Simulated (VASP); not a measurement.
# W (Im-3m) in VASP: a series of runs, part 2 of 3

VASP 6.6.1. The steps go on from the part before.

## 4. Electric field gradients, PBE

This run uses another cell than the first one, of 16.30 Å³/atom, 1.063 times its volume.

The input, INCAR:

```
PREC = Accurate
ENCUT = 520
EDIFF = 1E-8
ISMEAR = -1
SIGMA = 0.08
LREAL = F
LASPH = T
NELM = 100
ALGO = Normal
ISIF = 2
LWAVE = F
LCHARG = F
GGA = PE
LEFG = T
NBANDS = 13
```

The input, KPOINTS:

```
Automatic mesh
0
Gamma
  14 14 14
```

The input, POSCAR:

```
W
1.0
   -1.5973000000      1.5973000000      1.5973000000
    1.5973000000     -1.5973000000      1.5973000000
    1.5973000000      1.5973000000     -1.5973000000
W
1
Direct
    0.0000000000      0.0000000000      0.0000000000
```

Potentials or basis: VASP PAW PBE potentials, release 64 (W_sv).

The run is started by

```
> cat potpaw_PBE.64/W_sv/POTCAR > POTCAR
> mpirun -np 1 vasp_std > vasp.out
```

OUTCAR:

```text
PREC = Accurate
   ENCUT = 520
   EDIFF = 1E-8
   ISMEAR = -1
   LREAL = F
   LASPH = T
   NELM = 100
   ISIF = 2
   GGA = PE

 ion  position               nearest neighbor table
   1  0.000  0.000  0.000-

  LATTYP: Found a body centered cubic cell.
 ALAT       =     3.1946000000

  Lattice vectors:

 A1 = (  -1.5973000000,   1.5973000000,   1.5973000000)
 A2 = (   1.5973000000,  -1.5973000000,   1.5973000000)
 A3 = (   1.5973000000,   1.5973000000,  -1.5973000000)

Analysis of symmetry for initial positions (statically):
=====================================================================
 Subroutine PRICEL returns:
 Original cell was already a primitive cell.

 Routine SETGRP: Setting up the symmetry group for a
 body centered cubic supercell.

 Subroutine GETGRP returns: Found 48 space group operations
 (whereof 48 operations were pure point group operations)
 out of a pool of 48 trial point group operations.

The static configuration has the point symmetry O_h .

Analysis of symmetry for dynamics (positions and initial velocities):
=====================================================================
 Subroutine PRICEL returns:
 Original cell was already a primitive cell.

 Routine SETGRP: Setting up the symmetry group for a
 body centered cubic supercell.

 Subroutine GETGRP returns: Found 48 space group operations
 (whereof 48 operations were pure point group operations)
 out of a pool of 48 trial point group operations.

The dynamic configuration has the point symmetry O_h .

[... 159 lines left out ...]
      7       9.8550      2.00000
      8       9.8550      2.00000
      9      13.2343      0.00000
     10      13.2343      0.00000
     11      25.4966      0.00000
     12      25.4966      0.00000
     13      25.4966      0.00000
[... 354 lines left out ...]
  band No.  band energies     occupation
      1     -63.0551      2.00000
      2     -27.6893      2.00000
      3     -27.5105      2.00000
      4     -26.9352      2.00000
      5       6.7284      2.00000
      6       8.1195      2.00000
      7       8.7884      2.00000
      8      13.4417      0.00000
      9      14.0114      0.00000
     10      19.0821      0.00000
     11      20.9130      0.00000
     12      22.9360      0.00000
     13      27.8387      0.00000

 [... further k-points ...]

------------------------ aborting loop because EDIFF is reached ----------------------------------------

  FORCE on cell =-STRESS in cart. coord.  units (eV):
  Direction    XX          YY          ZZ          XY          YZ          ZX
  --------------------------------------------------------------------------------------
  -------------------------------------------------------------------------------------
  Total       -0.2380897     -0.2380897     -0.2380897     -0.0000000     -0.0000000     -0.0000000
  in kB      -23.4008574    -23.4008574    -23.4008574     -0.0000000     -0.0000000     -0.0000000
  external PRESSURE =     -23.4008574 kB  Pullay stress =       0.0000000 kB

 VOLUME and BASIS-vectors are now :
 -----------------------------------------------------------------------------
  energy-cutoff  :      520.00
  volume of cell :       16.30
      direct lattice vectors                 reciprocal lattice vectors
    -1.597300000  1.597300000  1.597300000     0.000000000  0.313028235  0.313028235
     1.597300000 -1.597300000  1.597300000     0.313028235  0.000000000  0.313028235
     1.597300000  1.597300000 -1.597300000     0.313028235  0.313028235  0.000000000

 POSITION                                       TOTAL-FORCE (eV/Angst)
 -----------------------------------------------------------------------------------
      0.00000      0.00000      0.00000        -0.000000      0.000000      0.000000
 -----------------------------------------------------------------------------------
    total drift:                                0.000000      0.000000      0.000000

  FREE ENERGIE OF THE ION-ELECTRON SYSTEM (eV)
  ---------------------------------------------------
  free  energy   TOTEN  =       -12.9533223131 eV

  energy  without entropy=      -12.9407933152  energy(sigma->0) =      -12.94705781

 Electric field gradients (V/A^2)
---------------------------------------------------------------------
 ion       V_xx      V_yy      V_zz      V_xy      V_xz      V_yz
---------------------------------------------------------------------
   1       0.000    -0.000    -0.000    -0.000    -0.000    -0.000
---------------------------------------------------------------------

 Electric field gradients after diagonalization (V/A^2)
 (convention: |V_zz| > |V_xx| > |V_yy|)
----------------------------------------------------------------------
 ion       V_xx      V_yy      V_zz     asymmetry (V_yy - V_xx)/ V_zz
----------------------------------------------------------------------
   1       0.000     0.000    -0.001       0.000
----------------------------------------------------------------------

           NMR quadrupolar parameters

 Cq : quadrupolar parameter    Cq=e*Q*V_zz/h
 eta: asymmetry parameters     (V_yy - V_xx)/ V_zz
 Q  : nuclear electric quadrupole moment in mb (millibarn)
----------------------------------------------------------------------
 ion       Cq(MHz)       eta       Q (mb)
----------------------------------------------------------------------
   1      -0.000       0.000       1.000
----------------------------------------------------------------------
```

OSZICAR:

```text
N       E                     dE             d eps       ncg     rms          rms(c)
DAV:   1     0.863605764403E+02    0.86361E+02   -0.74893E+03  2712   0.123E+03
DAV:   2    -0.118426514793E+02   -0.98203E+02   -0.94082E+02  3054   0.318E+02
DAV:   3    -0.135896986411E+02   -0.17470E+01   -0.17368E+01  2939   0.407E+01
DAV:   4    -0.135972271202E+02   -0.75285E-02   -0.75282E-02  2989   0.294E+00
DAV:   5    -0.135972898042E+02   -0.62684E-04   -0.62683E-04  3009   0.257E-01    0.199E+01
DAV:   6    -0.130890695370E+02    0.50822E+00   -0.43476E-01  2794   0.876E+00    0.776E+00
DAV:   7    -0.129575012324E+02    0.13157E+00   -0.22449E-01  2954   0.598E+00    0.718E-01
DAV:   8    -0.129533424648E+02    0.41588E-02   -0.42353E-03  2769   0.838E-01    0.800E-02
DAV:   9    -0.129533279808E+02    0.14484E-04   -0.99467E-05  3064   0.122E-01    0.462E-02
DAV:  10    -0.129533217685E+02    0.62123E-05   -0.12808E-05  2859   0.493E-02    0.846E-03
DAV:  11    -0.129533225211E+02   -0.75252E-06   -0.26686E-07  2899   0.595E-03    0.557E-04
DAV:  12    -0.129533223216E+02    0.19946E-06   -0.53568E-09  2012   0.903E-04    0.118E-04
DAV:  13    -0.129533223076E+02    0.13991E-07   -0.42321E-10  1507   0.285E-04    0.464E-05
DAV:  14    -0.129533223131E+02   -0.55286E-08   -0.61058E-11  1397   0.107E-04
   1 F= -.12953322E+02 E0= -.12947058E+02  d E =-.125290E-01
```

stdout:

```text
POSCAR found type information on POSCAR W
 POSCAR found :  1 types and       1 ions
 scaLAPACK will be used
 LDA part: xc-table for (Slater+PW92), standard interpolation
 POSCAR, INCAR and KPOINTS ok, starting setup
 FFT: planning ... GRIDC
 FFT: planning ... GRID_SOFT
 FFT: planning ... GRID
 WAVECAR not read
 entering main loop
ion   1
```

It took 8.5 s on 1 thread of Intel Xeon 6975P-C (Granite Rapids), shared host; peak memory 0.15 GiB.

What came out:

| Item | Value |
| --- | --- |
| Free energy | -12.9533 eV |
| Pressure | -2.3 GPa |
| Band gap on the k mesh | zero (band 7 reaches 16.00 eV, above the bottom of band 8 at 9.86 eV) |

Caveat: without QUAD_EFG the Cq values of the log hold for a quadrupole moment of 1 mb, not for the nuclei; spin-orbit coupling is left out, which moves the levels of the heavy elements.

## 5. Electric field gradients, PBE (volume scaled by 0.98)

The input, INCAR:

```
SYSTEM = W
  ALGO = Normal
  EDIFF = 1E-8
  ENCUT = 520
  GGA = PE
  ISIF = 2
  ISMEAR = -1
  LASPH = .True.
  LCHARG = .False.
  LEFG = .True.
  LREAL = .False.
  LWAVE = .False.
  NBANDS = 13
  NELM = 80
  PREC = Accurate
  SIGMA = 0.08
```

The input, KPOINTS:

```
k-points
0
Gamma
  14 14 14
  0 0 0
```

The input, POSCAR:

```
W
1.0
   -1.5865795428      1.5865795428      1.5865795428
    1.5865795428     -1.5865795428      1.5865795428
    1.5865795428      1.5865795428     -1.5865795428
W
1
Direct
    0.0000000000      0.0000000000      0.0000000000
```

Potentials or basis: VASP PAW PBE potentials, release 64 (W_sv).

The run is started by

```
> cat potpaw_PBE.64/W_sv/POTCAR > POTCAR
> mpirun -np 1 vasp_std > vasp.out
```

OUTCAR:

```text
SYSTEM = W
   EDIFF = 1E-8
   ENCUT = 520
   GGA = PE
   ISIF = 2
   ISMEAR = -1
   LASPH = .True.
   LREAL = .False.
   NELM = 80
   PREC = Accurate

 ion  position               nearest neighbor table
   1  0.000  0.000  0.000-

  LATTYP: Found a body centered cubic cell.
 ALAT       =     3.1731590856

  Lattice vectors:

 A1 = (  -1.5865795428,   1.5865795428,   1.5865795428)
[... 590 lines left out ...]
    total drift:                                0.000000     -0.000000      0.000000

  FREE ENERGIE OF THE ION-ELECTRON SYSTEM (eV)
  ---------------------------------------------------
  free  energy   TOTEN  =       -12.9516934016 eV

  energy  without entropy=      -12.9386404219  energy(sigma->0) =      -12.94516691

 Electric field gradients (V/A^2)
---------------------------------------------------------------------
 ion       V_xx      V_yy      V_zz      V_xy      V_xz      V_yz
---------------------------------------------------------------------
   1      -0.000     0.000     0.000     0.001     0.001     0.001
---------------------------------------------------------------------

 Electric field gradients after diagonalization (V/A^2)
 (convention: |V_zz| > |V_xx| > |V_yy|)
----------------------------------------------------------------------
 ion       V_xx      V_yy      V_zz     asymmetry (V_yy - V_xx)/ V_zz
----------------------------------------------------------------------
   1      -0.001    -0.001     0.001       0.000
----------------------------------------------------------------------

           NMR quadrupolar parameters

 Cq : quadrupolar parameter    Cq=e*Q*V_zz/h
 eta: asymmetry parameters     (V_yy - V_xx)/ V_zz
 Q  : nuclear electric quadrupole moment in mb (millibarn)
----------------------------------------------------------------------
 ion       Cq(MHz)       eta       Q (mb)
----------------------------------------------------------------------
   1       0.000       0.000       1.000
----------------------------------------------------------------------
```

OSZICAR:

```text
N       E                     dE             d eps       ncg     rms          rms(c)
DAV:   1     0.860617022743E+02    0.86062E+02   -0.74020E+03  2712   0.122E+03
DAV:   2    -0.119833114754E+02   -0.98045E+02   -0.94329E+02  3049   0.320E+02
DAV:   3    -0.135721800668E+02   -0.15889E+01   -0.15839E+01  2924   0.398E+01
DAV:   4    -0.135786400620E+02   -0.64600E-02   -0.64598E-02  3039   0.277E+00
DAV:   5    -0.135786951369E+02   -0.55075E-04   -0.55076E-04  2984   0.241E-01    0.206E+01
DAV:   6    -0.130862950290E+02    0.49240E+00   -0.41224E-01  2794   0.860E+00    0.823E+00
DAV:   7    -0.129557869329E+02    0.13051E+00   -0.22059E-01  2959   0.598E+00    0.676E-01
DAV:   8    -0.129517275491E+02    0.40594E-02   -0.43273E-03  2774   0.857E-01    0.799E-02
DAV:   9    -0.129516996448E+02    0.27904E-04   -0.10402E-04  3064   0.127E-01    0.442E-02
DAV:  10    -0.129516929354E+02    0.67094E-05   -0.13912E-05  2864   0.517E-02    0.575E-03
DAV:  11    -0.129516936035E+02   -0.66811E-06   -0.28231E-07  2869   0.634E-03    0.527E-04
DAV:  12    -0.129516934068E+02    0.19673E-06   -0.47808E-09  2092   0.898E-04    0.646E-05
DAV:  13    -0.129516933958E+02    0.10986E-07   -0.37990E-10  1492   0.273E-04    0.383E-05
DAV:  14    -0.129516934016E+02   -0.57444E-08   -0.58320E-11  1442   0.103E-04
   1 F= -.12951693E+02 E0= -.12945167E+02  d E =-.130530E-01
```

stdout:

```text
POSCAR found type information on POSCAR W
 POSCAR found :  1 types and       1 ions
 scaLAPACK will be used
 LDA part: xc-table for (Slater+PW92), standard interpolation
 POSCAR, INCAR and KPOINTS ok, starting setup
 FFT: planning ... GRIDC
 FFT: planning ... GRID_SOFT
 FFT: planning ... GRID
 WAVECAR not read
 entering main loop
ion   1
```

Wall time 7.8 s (1 thread of Intel Xeon 6975P-C (Granite Rapids), shared host); peak memory 0.14 GiB.

Results:

* Free energy: -12.9517 eV
* Pressure: 3.9 GPa
* Band gap on the k mesh: zero (band 7 reaches 16.44 eV, above the bottom of band 8 at 10.11 eV)

Caveat: the cell differs from its parent crystal (volume scaled by 0.98); without QUAD_EFG the Cq values of the log hold for a quadrupole moment of 1 mb, not for the nuclei; spin-orbit coupling is left out, which moves the levels of the heavy elements.

[end of part 2 of 3]
